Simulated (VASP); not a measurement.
# SnSe2 (P-3m1) in VASP: notebook, part 2 of 2

VASP 6.6.1. Earlier steps stand in the parts before.

### 5 Single point, PBE+D3(BJ)

This run uses another cell than the first one, of 25.73 Å³/atom, 1.037 times its volume.

File INCAR:

```
SYSTEM = SnSe2
ALGO     = Normal         ! electronic algorithm
EDIFF    = 1E-6           ! SCF threshold, eV
ENCUT    = 500            ! plane-wave cutoff, eV
GGA      = PE             ! functional
GGA_COMPAT= .False.      
ISIF     = 2              ! what is computed and relaxed
ISMEAR   = -4             ! smearing method
IVDW     = 12             ! dispersion correction
LASPH    = .True.         ! aspherical terms in the spheres
LCHARG   = .True.         ! write CHGCAR
LELF     = .True.         ! ELF
LREAL    = .False.        ! projectors in reciprocal space
LVHAR    = .True.       
LWAVE    = .False.        ! write WAVECAR
NBANDS   = 20             ! bands
NELM     = 120            ! most SCF steps
PREC     = Accurate       ! precision mode
SIGMA    = 0.02           ! smearing width, eV
```

File KPOINTS:

```
k-points
0
Gamma
  12 12 6
  0 0 0
```

File POSCAR:

```
SnSe2
1.0
    3.8110000000      0.0000000000      0.0000000000
   -1.9055000000      3.3004228138      0.0000000000
    0.0000000000      0.0000000000      6.1360000000
Sn Se
1 2
Direct
    0.0000000000      0.0000000000      0.0000000000
    0.3333333333      0.6666666667      0.2615727284
    0.6666666667      0.3333333333      0.7384272716
```

Potentials or basis: VASP PAW PBE potentials, release 64 (Sn_d, Se).

The run is started by

```console
$ cat potpaw_PBE.64/Sn_d/POTCAR potpaw_PBE.64/Se/POTCAR > POTCAR
$ mpirun -np 1 vasp_std > vasp.out
```

OUTCAR:

```text
SYSTEM = SnSe2
   EDIFF = 1E-6
   ENCUT = 500
   GGA = PE
   ISIF = 2
   ISMEAR = -4
   IVDW = 12
   LASPH = .True.
   LREAL = .False.
   NELM = 120
   PREC = Accurate
 IVDW          = 12

 ion  position               nearest neighbor table
   1  0.000  0.000  0.000-   2 2.72   3 2.72   2 2.72   3 2.72   3 2.72   2 2.72
   2  0.333  0.667  0.262-   1 2.72   1 2.72   1 2.72
   3  0.667  0.333  0.738-   1 2.72   1 2.72   1 2.72

  LATTYP: Found a hexagonal cell.
 ALAT       =     3.8110000000
 C/A-ratio  =     1.6100760955

  Lattice vectors:

 A1 = (   3.8110000000,   0.0000000000,   0.0000000000)
 A2 = (  -1.9055000000,   3.3004228138,   0.0000000000)
 A3 = (   0.0000000000,   0.0000000000,   6.1360000000)

Analysis of symmetry for initial positions (statically):
=====================================================================
 Subroutine PRICEL returns:
 Original cell was already a primitive cell.

 Routine SETGRP: Setting up the symmetry group for a
 hexagonal supercell.

 Subroutine GETGRP returns: Found 12 space group operations
 (whereof 12 operations were pure point group operations)
 out of a pool of 24 trial point group operations.

The static configuration has the point symmetry D_3d.

Analysis of symmetry for dynamics (positions and initial velocities):
=====================================================================
 Subroutine PRICEL returns:
 Original cell was already a primitive cell.

 Routine SETGRP: Setting up the symmetry group for a
 hexagonal supercell.

 Subroutine GETGRP returns: Found 12 space group operations
 (whereof 12 operations were pure point group operations)
 out of a pool of 24 trial point group operations.

The dynamic configuration has the point symmetry D_3d.

 Subroutine INISYM returns: Found 12 space group operations
 (whereof 12 operations are pure point group operations),
 and found     1 'primitive' translations

----------------------------------------------------------------------------------------

[... 115 lines left out ...]
     AMIX     =   0.40;   BMIX     =  1.00
     AMIX_MAG =   1.60;   BMIX_MAG =  1.00
  volume/ion in A,a.u.               =      25.73       173.61
  Fermi-wavevector in a.u.,A,eV,Ry     =   1.139116  2.152617 17.654722  1.297585
  Thomas-Fermi vector in A             =   2.275820
   LORBIT       =      0    0 simple, 1 ext, 2 COOP (PROOUT), +10 PAW based schemes
   GGA     = PE    functional components
   LHFCALC =     F    Hartree Fock is set to
   AEXX    =    0.0000 exact exchange contribution
   IVDW    =    12    specifies the selected vdW correction
   LEPSILON=     F    determine dielectric tensor
   LRPA    =     F    only Hartree local field effects (RPA)
 non-spin polarized calculation
 Fermi weights with tetrahedron method witout Bloechl corrections
  energy-cutoff  :      500.00
  volume of cell :       77.18
 maximum number of plane-waves:      1977
   NGX = 13   NGY = 13   NGZ = 23

 number of electron      26.0000006 magnetization

 Free energy of the ion-electron system (eV)
  ---------------------------------------------------
  ext. energy  EPLUGINS =         0.00000000
  ---------------------------------------------------
  free energy    TOTEN  =       -11.80950098 eV

  energy without entropy =      -11.80950098  energy(sigma->0) =      -11.80950098

 E-fermi :   4.2857     XC(G=0):  -9.5195

 val. band max:        4.2592051919   @ k =   0.0833   0.0833   0.0000
 cond. band min:       4.7450319513   @ k =   0.0000   0.4167   0.3333
 fundamental gap:      0.4858267594
 Fermi energy:         4.2856908022

 k-point     1 :       0.0000    0.0000    0.0000
  band No.  band energies     occupation
      1     -17.0466      2.00000
      2     -17.0466      2.00000
      3     -17.0078      2.00000
      4     -16.9970      2.00000
      5     -16.9970      2.00000
      6      -9.6026      2.00000
[... 541 lines left out ...]
     19      12.1226      0.00000
     20      13.1766      0.00000

 [... further k-points ...]

------------------------ aborting loop because EDIFF is reached ----------------------------------------

 Edisp (eV)   -1.08448

 E8    (eV) :    -0.4746

  FORCE on cell =-STRESS in cart. coord.  units (eV):
  Direction    XX          YY          ZZ          XY          YZ          ZX
  --------------------------------------------------------------------------------------
  -------------------------------------------------------------------------------------
  Total       0.35421     0.35421    -0.13178    -0.00000     0.00000     0.00000
  in kB       7.35313     7.35313    -2.73564    -0.00000     0.00000     0.00000
  external pressure =        3.99 kB  Pullay stress =        0.00 kB

 VOLUME and BASIS-vectors are now :
 -----------------------------------------------------------------------------
  energy-cutoff  :      500.00
  volume of cell :       77.18
      direct lattice vectors                 reciprocal lattice vectors
     3.811000000  0.000000000  0.000000000     0.262398321  0.151495741  0.000000000
    -1.905500000  3.300422814  0.000000000     0.000000000  0.302991482  0.000000000
     0.000000000  0.000000000  6.136000000     0.000000000  0.000000000  0.162972621

 POSITION                                       TOTAL-FORCE (eV/Angst)
 -----------------------------------------------------------------------------------
      0.00000      0.00000      0.00000         0.000000      0.000000      0.000000
     -0.00000      2.20028      1.60501         0.000000      0.000000      0.017142
      1.90550      1.10014      4.53099        -0.000000      0.000000     -0.017142
 -----------------------------------------------------------------------------------
    total drift:                               -0.000000     -0.000000     -0.000000

  FREE ENERGIE OF THE ION-ELECTRON SYSTEM (eV)
  ---------------------------------------------------
  free  energy   TOTEN  =       -12.8939817345 eV

  energy  without entropy=      -12.8939817345  energy(sigma->0) =      -12.89398173
```

It took 58 s on 1 thread of AMD EPYC 9R45 (Zen 5), shared host; peak memory 0.27 GiB.

What came out:

```
Free energy                : -12.8940 eV
Pressure                   : 0.4 GPa
Largest force              : 0.017 eV/Å
Band gap on the k mesh     : 0.49 eV, indirect (least direct gap 1.08 eV)
Dispersion energy per atom : -0.361 eV
```

Forces on the atoms (eV/Å):
```
Sn   0.000  0.000  0.000
Se   0.000  0.000  0.017
Se   0.000  0.000 -0.017
```

Stress tensor (GPa, compression positive):
```
 0.74  0.00  0.00
 0.00  0.74  0.00
 0.00  0.00 -0.27
```

Levels at points of the mesh, in eV from the valence-band top:
```
           k point  band 9  band 10  band 11  band 12  band 13  band 14  band 15  band 16  band 17  band 18
(0.00, 0.00, 0.00)   -0.57    -0.57    -0.36    -0.36    -0.18     0.91     3.10     4.63     4.63     8.01
(0.50, 0.00, 0.00)   -4.36    -3.12    -2.50    -1.54    -0.30     1.16     3.63     5.07     5.14     6.73
(0.00, 0.00, 0.50)   -2.37    -0.70    -0.70    -0.14    -0.14     2.53     2.97     4.32     4.32     7.56
(0.50, 0.00, 0.50)   -4.92    -2.26    -2.06    -0.98    -0.81     0.62     3.95     4.59     5.71     6.02
```

Caveat: spin-orbit coupling is left out, which moves the levels of the heavy elements. A k mesh can miss the band edges.

### 6 Single point, PBE+D3(BJ) (volume scaled by 1.03, then relaxed in part)

File INCAR:

```
SYSTEM = SnSe2
ALGO     = Normal         ! electronic algorithm
EDIFF    = 1E-6           ! SCF threshold, eV
ENCUT    = 500            ! plane-wave cutoff, eV
GGA      = PE             ! functional
GGA_COMPAT= .FALSE.      
ISIF     = 2              ! what is computed and relaxed
ISMEAR   = 0              ! smearing method
IVDW     = 12             ! dispersion correction
LASPH    = .TRUE.         ! aspherical terms in the spheres
LCHARG   = .FALSE.        ! write CHGCAR
LREAL    = .FALSE.        ! projectors in reciprocal space
LWAVE    = .FALSE.        ! write WAVECAR
NBANDS   = 20             ! bands
NELM     = 120            ! most SCF steps
PREC     = Accurate       ! precision mode
SIGMA    = 0.02           ! smearing width, eV
```

File KPOINTS:

```
k-points
0
G
  12 12 6
  0 0 0
```

File POSCAR:

```
SnSe2
1.0
    3.8522316446      0.0000000000      0.0000000000
   -1.9261158223      3.3361304655      0.0000000000
    0.0000000000      0.0000000000      6.1482770521
Sn Se
1 2
Direct
    0.0000000000      0.0000000000      0.0000000000
    0.3333333333      0.6666666667      0.2591204913
    0.6666666667      0.3333333333      0.7408795087
```

Potentials or basis: VASP PAW PBE potentials, release 64 (Sn_d, Se).

The run is started by

```console
$ cat potpaw_PBE.64/Sn_d/POTCAR potpaw_PBE.64/Se/POTCAR > POTCAR
$ mpirun -np 1 vasp_std > vasp.out
```

OUTCAR:

```text
SYSTEM = SnSe2
   EDIFF = 1E-6
   ENCUT = 500
   GGA = PE
   ISIF = 2
   ISMEAR = 0
   IVDW = 12
   LASPH = .TRUE.
   LREAL = .FALSE.
   NELM = 120
   PREC = Accurate
 IVDW          = 12

 ion  position               nearest neighbor table
   1  0.000  0.000  0.000-   2 2.74   3 2.74   3 2.74   2 2.74   3 2.74   2 2.74
   2  0.333  0.667  0.259-   1 2.74   1 2.74   1 2.74
   3  0.667  0.333  0.741-   1 2.74   1 2.74   1 2.74

  LATTYP: Found a hexagonal cell.
 ALAT       =     3.8522316446
 C/A-ratio  =     1.5960299430

  Lattice vectors:

 A1 = (   3.8522316446,   0.0000000000,   0.0000000000)
 A2 = (  -1.9261158223,   3.3361304655,   0.0000000000)
 A3 = (   0.0000000000,   0.0000000000,   6.1482770521)

Analysis of symmetry for initial positions (statically):
=====================================================================
 Subroutine PRICEL returns:
 Original cell was already a primitive cell.

 Routine SETGRP: Setting up the symmetry group for a
 hexagonal supercell.

 Subroutine GETGRP returns: Found 12 space group operations
 (whereof 12 operations were pure point group operations)
 out of a pool of 24 trial point group operations.

[... 161 lines left out ...]

  energy without entropy =      -11.83518924  energy(sigma->0) =      -11.83518924

 E-fermi :   4.1607     XC(G=0):  -9.4013

 val. band max:        4.0256020319   @ k =   0.0833   0.0833   0.0000
 cond. band min:       4.5122868241   @ k =   0.0000   0.4167   0.3333
 fundamental gap:      0.4866847922
 Fermi energy:         4.1607425714

 k-point     1 :       0.0000    0.0000    0.0000
  band No.  band energies     occupation
      1     -17.2786      2.00000
      2     -17.2786      2.00000
      3     -17.2455      2.00000
      4     -17.2349      2.00000
      5     -17.2349      2.00000
      6      -9.7230      2.00000
[... 541 lines left out ...]
     19      11.8872      0.00000
     20      12.8595      0.00000

 [... further k-points ...]

------------------------ aborting loop because EDIFF is reached ----------------------------------------

 Edisp (eV)   -1.05818

 E8    (eV) :    -0.4631

  FORCE on cell =-STRESS in cart. coord.  units (eV):
  Direction    XX          YY          ZZ          XY          YZ          ZX
  --------------------------------------------------------------------------------------
  -------------------------------------------------------------------------------------
  Total      -0.32936    -0.32936    -0.28452     0.00000     0.00000    -0.00000
  in kB      -6.67843    -6.67843    -5.76925     0.00000     0.00000    -0.00000
  external pressure =       -6.38 kB  Pullay stress =        0.00 kB

 VOLUME and BASIS-vectors are now :
 -----------------------------------------------------------------------------
  energy-cutoff  :      500.00
  volume of cell :       79.01
      direct lattice vectors                 reciprocal lattice vectors
     3.852231645  0.000000000  0.000000000     0.259589789  0.149874235  0.000000000
    -1.926115822  3.336130466  0.000000000     0.000000000  0.299748469  0.000000000
     0.000000000  0.000000000  6.148277052     0.000000000  0.000000000  0.162647192

 POSITION                                       TOTAL-FORCE (eV/Angst)
 -----------------------------------------------------------------------------------
      0.00000      0.00000      0.00000        -0.000000      0.000000      0.000000
     -0.00000      2.22409      1.59314         0.000000     -0.000000      0.020827
      1.92612      1.11204      4.55513         0.000000      0.000000     -0.020827
 -----------------------------------------------------------------------------------
    total drift:                               -0.000000      0.000000      0.000000

  FREE ENERGIE OF THE ION-ELECTRON SYSTEM (eV)
  ---------------------------------------------------
  free  energy   TOTEN  =       -12.8933705705 eV

  energy  without entropy=      -12.8933705705  energy(sigma->0) =      -12.89337057
```

Wall time 61 s (1 thread of AMD EPYC 9R45 (Zen 5), shared host); peak memory 0.26 GiB.

Results:

| Property | Result |
| --- | --- |
| Free energy | -12.8934 eV |
| Pressure | -0.6 GPa |
| Largest force | 0.021 eV/Å |
| Band gap on the k mesh | 0.49 eV, indirect (least direct gap 0.91 eV) |
| Dispersion energy per atom | -0.353 eV |

Forces in eV/Å, atoms in the order of the input:
```
Sn   0.000  0.000  0.000
Se   0.000  0.000  0.021
Se   0.000  0.000 -0.021
```

Stress tensor (GPa, compression positive):
```
-0.67  0.00  0.00
 0.00 -0.67  0.00
 0.00  0.00 -0.58
```

Levels at points of the mesh, in eV from the valence-band top:
| k point | band 11 | band 12 | band 13 | band 14 | band 15 | band 16 |
| --- | --- | --- | --- | --- | --- | --- |
| (0.00, 0.00, 0.00) | -0.42 | -0.42 | -0.13 | 0.78 | 2.97 | 4.52 |
| (0.50, 0.00, 0.00) | -2.52 | -1.43 | -0.33 | 1.09 | 3.60 | 5.07 |
| (0.00, 0.00, 0.50) | -0.76 | -0.22 | -0.22 | 2.33 | 2.84 | 4.22 |
| (0.50, 0.00, 0.50) | -2.00 | -0.95 | -0.81 | 0.63 | 4.02 | 4.60 |

Caveat: the cell differs from its parent crystal (volume scaled by 1.03, then relaxed in part); spin-orbit coupling is left out, which moves the levels of the heavy elements. A k mesh can miss the band edges.

### 7 The runs side by side

```tsv
cell	smearing	gap on the mesh (eV)	pressure (GPa)	largest force (eV/Å)
a = 3.824, b = 3.824, c = 5.877 Å, angles 90.0, 90.0, 120.0°, 3 atoms	gaussian 0.02 eV	0.20	1.1	0.01
a = 3.811, b = 3.811, c = 6.136 Å, angles 90.0, 90.0, 120.0°, 3 atoms	gaussian 0.02 eV	0.49	0.4	0.02
a = 3.811, b = 3.811, c = 6.136 Å, angles 90.0, 90.0, 120.0°, 3 atoms	tetrahedron	0.49	0.4	0.02
a = 3.852, b = 3.852, c = 6.148 Å, angles 90.0, 90.0, 120.0°, 3 atoms	gaussian 0.02 eV	0.49	-0.6	0.02
```

Some of these runs hold the atoms at other places in the same cell, which the table doesn't show; runs alike in all that it shows share one row.

Alike in all rows: task single point; level PBE+D3(BJ); potentials or basis VASP PAW PBE potentials, release 64 (Sn_d, Se); no spin polarisation; k mesh 12 × 12 × 6; cutoff (eV) 500.

Caveats: spin-orbit coupling is left out, which moves the levels of the heavy elements.

Absolute energies hang on the potentials; compare differences alone.
